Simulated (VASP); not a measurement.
# F (Pm-3m) in VASP: a series of runs, part 2 of 2

VASP 6.6.1.

## 3. Single point, PBE (volume scaled by 0.9)

INCAR

```
SYSTEM = F
PREC = Accurate
ENCUT = 520
EDIFF = 1E-7
ISMEAR = -1
SIGMA = 0.05
LREAL = .FALSE.
LASPH = .TRUE.
NELM = 80
ALGO = Normal
ISIF = 2
LWAVE = .FALSE.
LCHARG = .FALSE.
GGA = PE
NBANDS = 10
```

KPOINTS

```
regular mesh
0
G
  17 17 17
  0 0 0
```

POSCAR

```
F
1.0
    2.1153186052      0.0000000000      0.0000000000
    0.0000000000      2.1153186052      0.0000000000
    0.0000000000      0.0000000000      2.1153186052
F
1
Direct
    0.0000000000      0.0000000000      0.0000000000
```

Potentials or basis: VASP PAW PBE potentials, release 64 (F).

Command:

```bash
$ cat potpaw_PBE.64/F/POTCAR > POTCAR
$ mpirun -np 1 vasp_std > vasp.out
```

OUTCAR:

```text
SYSTEM = F
   PREC = Accurate
   ENCUT = 520
   EDIFF = 1E-7
   ISMEAR = -1
   LREAL = .FALSE.
   LASPH = .TRUE.
   NELM = 80
   ISIF = 2
   GGA = PE

 ion  position               nearest neighbor table
   1  0.000  0.000  0.000-

  LATTYP: Found a simple cubic cell.
 ALAT       =     2.1153186052

  Lattice vectors:

 A1 = (   2.1153186052,   0.0000000000,   0.0000000000)
 A2 = (   0.0000000000,   2.1153186052,   0.0000000000)
 A3 = (   0.0000000000,   0.0000000000,   2.1153186052)

Analysis of symmetry for initial positions (statically):
=====================================================================
 Subroutine PRICEL returns:
 Original cell was already a primitive cell.

 Routine SETGRP: Setting up the symmetry group for a
 simple cubic supercell.

 Subroutine GETGRP returns: Found 48 space group operations
 (whereof 48 operations were pure point group operations)
 out of a pool of 48 trial point group operations.

The static configuration has the point symmetry O_h .

Analysis of symmetry for dynamics (positions and initial velocities):
=====================================================================
 Subroutine PRICEL returns:
 Original cell was already a primitive cell.

 Routine SETGRP: Setting up the symmetry group for a
 simple cubic supercell.

 Subroutine GETGRP returns: Found 48 space group operations
 (whereof 48 operations were pure point group operations)
 out of a pool of 48 trial point group operations.

The dynamic configuration has the point symmetry O_h .

 Subroutine INISYM returns: Found 48 space group operations
 (whereof 48 operations are pure point group operations),
 and found     1 'primitive' translations

----------------------------------------------------------------------------------------

                                     Primitive cell

  volume of cell :       9.4651

  direct lattice vectors                    reciprocal lattice vectors
     2.115318605  0.000000000  0.000000000     0.472742025  0.000000000  0.000000000
     0.000000000  2.115318605  0.000000000     0.000000000  0.472742025  0.000000000
     0.000000000  0.000000000  2.115318605     0.000000000  0.000000000  0.472742025

  length of vectors
     2.115318605  2.115318605  2.115318605     0.472742025  0.472742025  0.472742025

  position of ions in fractional coordinates (direct lattice)
     0.000000000  0.000000000  0.000000000

  ion indices of the primitive-cell ions
   primitive index   ion index
                 1           1

----------------------------------------------------------------------------------------

 KPOINTS: regular mesh

Automatic generation of k-mesh.
 Grid dimensions read from file:
 generate k-points for:   17   17   17

 Generating k-lattice:

  Cartesian coordinates                     Fractional coordinates (reciprocal lattice)
     0.027808354  0.000000000  0.000000000     0.058823529  0.000000000  0.000000000
     0.000000000  0.027808354  0.000000000     0.000000000  0.058823529  0.000000000
     0.000000000  0.000000000  0.027808354     0.000000000  0.000000000  0.058823529

  Length of vectors
     0.027808354  0.027808354  0.027808354

  Shift w.r.t. Gamma in fractional coordinates (k-lattice)
     0.000000000  0.000000000  0.000000000

 Subroutine IBZKPT returns following result:
 ===========================================

 Found    165 irreducible k-points:

 Following reciprocal coordinates:
            Coordinates               Weight
  0.000000  0.000000  0.000000      1.000000
  0.058824  0.000000  0.000000      6.000000
  0.117647  0.000000  0.000000      6.000000
  0.176471  0.000000  0.000000      6.000000
  0.235294  0.000000  0.000000      6.000000
  0.294118  0.000000  0.000000      6.000000
[... 16 lines left out ...]
  0.411765  0.117647  0.000000     24.000000
  0.470588  0.117647  0.000000     24.000000
 [... further k-points ...]
   k-points           NKPTS =    165   k-points in BZ     NKDIM =    165   number of bands    NBANDS=     10
   number of dos      NEDOS =    301   number of ions     NIONS =      1
   total plane-waves  NPLWV =   4096
   dimension x,y,z NGX =    16 NGY =   16 NGZ =   16
   dimension x,y,z NGXF=    32 NGYF=   32 NGZF=   32
   ions per type =               1
   NGX,Y,Z   is equivalent  to a cutoff of  12.57, 12.57, 12.57 a.u.
   NGXF,Y,Z  is equivalent  to a cutoff of  25.15, 25.15, 25.15 a.u.
 SYSTEM =  F
   PREC   = accura    normal or accurate (medium, high low for compatibility)
   ISTART =      0    job   : 0-new  1-cont  2-samecut
   ICHARG =      2    charge: 1-file 2-atom 10-const
   ISPIN  =      1    spin polarized calculation?
   LNONCOLLINEAR =      F non collinear calculations
   LSORBIT =      F    spin-orbit coupling
   LASPH  =      T    aspherical Exc in radial PAW
   ENCUT  =  520.0 eV  38.22 Ry    6.18 a.u.   3.93  3.93  3.93*2*pi/ulx,y,z
   NELM   =     80;   NELMIN=  2; NELMDL= -5     # of ELM steps
   EDIFF  = 0.1E-06   stopping-criterion for ELM
   LREAL  =      F    real-space projection
   EDIFFG = 0.1E-05   stopping-criterion for IOM
   NSW    =      0    number of steps for IOM
   IBRION =     -1    ionic relax: 0-MD 1-quasi-New 2-CG
   NFREE  =      0    steps in history (QN), initial steepest desc. (CG)
   ISIF   =      2    stress and relaxation
   ISYM   =      2    0-nonsym 1-usesym 2-fastsym
   POTIM  = 0.5000    time-step for ionic-motion
   TEBEG  =    0.0;   TEEND  =   0.0 temperature during run
   PSTRESS=    0.0 pullay stress
   NELECT =       7.0000    total number of electrons
   NUPDOWN=      -1.0000    fix difference up-down
   EMIN   =  10.00;   EMAX   =-10.00  energy-range for DOS
   EFERMI =   0.00;   METHOD = LEGACY
   ISMEAR =    -1;   SIGMA  =   0.05  broadening in eV -4-tet -1-fermi 0-gaus
   EFERMI_NEDOS =   21; number of points for ismear=-14 and -15
   IALGO  =     38    algorithm
   IMIX   =      4    mixing-type and parameters
     AMIX     =   0.40;   BMIX     =  1.00
     AMIX_MAG =   1.60;   BMIX_MAG =  1.00
  volume/ion in A,a.u.               =       9.47        63.87
  Fermi-wavevector in a.u.,A,eV,Ry     =   1.480466  2.797675 29.820965  2.191779
  Thomas-Fermi vector in A             =   2.594497
   LORBIT       =      0    0 simple, 1 ext, 2 COOP (PROOUT), +10 PAW based schemes
   GGA     = PE    functional components
   LHFCALC =     F    Hartree Fock is set to
   AEXX    =    0.0000 exact exchange contribution
   IVDW    =     0    specifies the selected vdW correction
   LEPSILON=     F    determine dielectric tensor
   LRPA    =     F    only Hartree local field effects (RPA)
 non-spin polarized calculation
  energy-cutoff  :      520.00
  volume of cell :        9.47
 maximum number of plane-waves:       280
 NGX is ok and might be reduce to    16
   NGX =  7   NGY =  7   NGZ =  7

 number of electron       6.9999989 magnetization

 Free energy of the ion-electron system (eV)
  ---------------------------------------------------
  ext. energy  EPLUGINS =         0.00000000
  ---------------------------------------------------
  free energy    TOTEN  =        -1.02450869 eV

  energy without entropy =       -1.01207569  energy(sigma->0) =       -1.01829219

 E-fermi :  -2.1518     XC(G=0): -10.4947

 val. band max:       -2.1527721361   @ k =   0.1176   0.1176   0.0000
 cond. band min:      -2.1510975384   @ k =   0.4706   0.2353   0.1176
 fundamental gap:      0.0016745977
 Fermi energy:        -2.1517975887

 k-point     1 :       0.0000    0.0000    0.0000
  band No.  band energies     occupation
      1     -25.3036      2.00000
      2      -2.2847      1.86892
      3      -2.2847      1.86892
      4      -2.2847      1.86892
      5      11.0230      0.00000
      6      27.0676      0.00000
      7      27.0676      0.00000
      8      39.8886      0.00000
      9      39.8886      0.00000
     10      39.8886      0.00000
[... 287 lines left out ...]
 k-point    24 :       0.4706    0.1176    0.0000
  band No.  band energies     occupation
      1     -23.5822      2.00000
      2      -7.5632      2.00000
      3      -2.4018      1.98660
      4      -1.7058      0.00027
      5      17.1501      0.00000
      6      20.9881      0.00000
      7      32.0821      0.00000
      8      33.1974      0.00000
      9      36.8824      0.00000
     10      43.3617      0.00000

 [... further k-points ...]

------------------------ aborting loop because EDIFF is reached ----------------------------------------

  FORCE on cell =-STRESS in cart. coord.  units (eV):
  Direction    XX          YY          ZZ          XY          YZ          ZX
  --------------------------------------------------------------------------------------
  -------------------------------------------------------------------------------------
  Total        0.4585175      0.4585175      0.4585175     -0.0000000     -0.0000000     -0.0000000
  in kB       77.6138393     77.6138393     77.6138393     -0.0000000     -0.0000000     -0.0000000
  external PRESSURE =      77.6138393 kB  Pullay stress =       0.0000000 kB

 VOLUME and BASIS-vectors are now :
 -----------------------------------------------------------------------------
  energy-cutoff  :      520.00
  volume of cell :        9.47
      direct lattice vectors                 reciprocal lattice vectors
     2.115318605  0.000000000  0.000000000     0.472742025  0.000000000  0.000000000
     0.000000000  2.115318605  0.000000000     0.000000000  0.472742025  0.000000000
     0.000000000  0.000000000  2.115318605     0.000000000  0.000000000  0.472742025

 POSITION                                       TOTAL-FORCE (eV/Angst)
 -----------------------------------------------------------------------------------
      0.00000      0.00000      0.00000         0.000000      0.000000      0.000000
 -----------------------------------------------------------------------------------
    total drift:                               -0.000000     -0.000000      0.000000

  FREE ENERGIE OF THE ION-ELECTRON SYSTEM (eV)
  ---------------------------------------------------
  free  energy   TOTEN  =        -1.0245086924 eV

  energy  without entropy=       -1.0120756878  energy(sigma->0) =       -1.01829219
```

Wall time 4 s (1 thread of Intel Xeon Platinum 8375C at 2.90GHz (Ice Lake), shared host); peak memory 0.11 GiB.

Results:

| Property | Result |
| --- | --- |
| Free energy | -1.0245 eV |
| Pressure | 7.8 GPa |

Caveat: the cell differs from its parent crystal (volume scaled by 0.9); an odd number of electrons without spin polarisation forces a metal; a magnetic or distorted state may lie lower.

## 4. Single point, PBE

This run uses another cell than the first one, of 10.52 Å³/atom, 1.111 times its volume.

INCAR

```
PREC = Accurate ; ENCUT = 520
EDIFF = 1E-7 ; ISMEAR = -1
SIGMA = 0.05 ; LREAL = False
LASPH = True ; NELM = 80
ALGO = Normal ; ISIF = 2
LWAVE = False ; LCHARG = False
GGA = PE ; NBANDS = 10
```

KPOINTS

```
Automatic mesh
0
Gamma
  17 17 17
```

POSCAR

```
F
1.0
    2.1909289101      0.0000000000      0.0000000000
    0.0000000000      2.1909289101      0.0000000000
    0.0000000000      0.0000000000      2.1909289101
F
1
Direct
    0.0000000000      0.0000000000      0.0000000000
```

Command:

```bash
$ cat potpaw_PBE.64/F/POTCAR > POTCAR
$ mpirun -np 1 vasp_std > vasp.out
```

Run time: 3.7 s. Hardware: 1 thread of Intel Xeon Platinum 8375C at 2.90GHz (Ice Lake), shared host; peak memory 0.12 GiB.

The run converged. Its results:

* Free energy: -1.0494 eV
* Pressure: -0.8 GPa

Levels at points of the mesh, in eV from the Fermi level:
```tsv
k point	band 2	band 3	band 4	band 5	band 6	band 7
(0.00, 0.00, 0.00)	-0.11	-0.11	-0.11	12.54	28.47	28.47
```

Caveat: an odd number of electrons without spin polarisation forces a metal; a magnetic or distorted state may lie lower.

## 5. Single point, PBE

This run uses another cell than the first one, of 10.52 Å³/atom, 1.111 times its volume.

INCAR

```
SYSTEM = F
  ALGO = Normal
  EDIFF = 1E-6
  ENCUT = 520
  GGA = PE
  ISIF = 2
  ISMEAR = -1
  LASPH = .TRUE.
  LCHARG = .FALSE.
  LREAL = .FALSE.
  LWAVE = .FALSE.
  NBANDS = 10
  NELM = 100
  PREC = Accurate
  SIGMA = 0.05
```

KPOINTS

```
k-points
0
G
  17 17 17
  0 0 0
```

POSCAR is that of step 4.

Potentials or basis: VASP PAW PBE potentials, release 64 (F).

Command:

```bash
$ cat potpaw_PBE.64/F/POTCAR > POTCAR
$ mpirun -np 1 vasp_std > vasp.out
```

OUTCAR:

```text
SYSTEM = F
   EDIFF = 1E-6
   ENCUT = 520
   GGA = PE
   ISIF = 2
   ISMEAR = -1
   LASPH = .TRUE.
   LREAL = .FALSE.
   NELM = 100
   PREC = Accurate

 ion  position               nearest neighbor table
   1  0.000  0.000  0.000-

  LATTYP: Found a simple cubic cell.
 ALAT       =     2.1909289101

  Lattice vectors:

 A1 = (   2.1909289101,   0.0000000000,   0.0000000000)
 A2 = (   0.0000000000,   2.1909289101,   0.0000000000)
[... 488 lines left out ...]
      8      30.8761      0.00000
      9      34.3674      0.00000
     10      40.3053      0.00000

 [... further k-points ...]

------------------------ aborting loop because EDIFF is reached ----------------------------------------

  FORCE on cell =-STRESS in cart. coord.  units (eV):
  Direction    XX          YY          ZZ          XY          YZ          ZX
  --------------------------------------------------------------------------------------
  -------------------------------------------------------------------------------------
  Total       -0.0529317     -0.0529317     -0.0529317     -0.0000000     -0.0000000     -0.0000000
  in kB       -8.0638323     -8.0638323     -8.0638323     -0.0000000     -0.0000000     -0.0000000
  external PRESSURE =      -8.0638323 kB  Pullay stress =       0.0000000 kB

 VOLUME and BASIS-vectors are now :
 -----------------------------------------------------------------------------
  energy-cutoff  :      520.00
  volume of cell :       10.52
      direct lattice vectors                 reciprocal lattice vectors
     2.190928910  0.000000000  0.000000000     0.456427406  0.000000000  0.000000000
     0.000000000  2.190928910  0.000000000     0.000000000  0.456427406  0.000000000
     0.000000000  0.000000000  2.190928910     0.000000000  0.000000000  0.456427406

 POSITION                                       TOTAL-FORCE (eV/Angst)
 -----------------------------------------------------------------------------------
      0.00000      0.00000      0.00000         0.000000      0.000000      0.000000
 -----------------------------------------------------------------------------------
    total drift:                               -0.000000     -0.000000      0.000000

  FREE ENERGIE OF THE ION-ELECTRON SYSTEM (eV)
  ---------------------------------------------------
  free  energy   TOTEN  =        -1.0493810606 eV

  energy  without entropy=       -1.0345927515  energy(sigma->0) =       -1.04198691
```

OSZICAR:

```text
N       E                     dE             d eps       ncg     rms          rms(c)
DAV:   1     0.132312711669E+02    0.13231E+02   -0.37436E+03  3580   0.611E+02
DAV:   2    -0.931939993194E+00   -0.14163E+02   -0.13704E+02  3722   0.117E+02
DAV:   3    -0.104803478603E+01   -0.11609E+00   -0.11502E+00  3804   0.876E+00
DAV:   4    -0.104814076008E+01   -0.10597E-03   -0.10597E-03  3574   0.338E-01
DAV:   5    -0.104814094606E+01   -0.18598E-06   -0.18541E-06  3680   0.126E-02    0.173E-01
DAV:   6    -0.104884615927E+01   -0.70521E-03   -0.25808E-04  3702   0.120E-01    0.105E-01
DAV:   7    -0.104934353042E+01   -0.49737E-03   -0.23101E-04  3640   0.120E-01    0.227E-02
DAV:   8    -0.104938034271E+01   -0.36812E-04   -0.26769E-05  3670   0.443E-02    0.430E-03
DAV:   9    -0.104938106058E+01   -0.71787E-06   -0.12009E-06  3626   0.946E-03
   1 F= -.10493811E+01 E0= -.10419869E+01  d E =-.147883E-01
```

stdout:

```text
POSCAR found type information on POSCAR F
 POSCAR found :  1 types and       1 ions
 scaLAPACK will be used
 LDA part: xc-table for (Slater+PW92), standard interpolation
 POSCAR, INCAR and KPOINTS ok, starting setup
 FFT: planning ... GRIDC
 FFT: planning ... GRID_SOFT
 FFT: planning ... GRID
 WAVECAR not read
 entering main loop
```

It took 3.4 s on 1 thread of Intel Xeon Platinum 8375C at 2.90GHz (Ice Lake), shared host; peak memory 0.12 GiB.

Results:

```
Free energy : -1.0494 eV
Pressure    : -0.8 GPa
```

Caveat: an odd number of electrons without spin polarisation forces a metal; a magnetic or distorted state may lie lower.
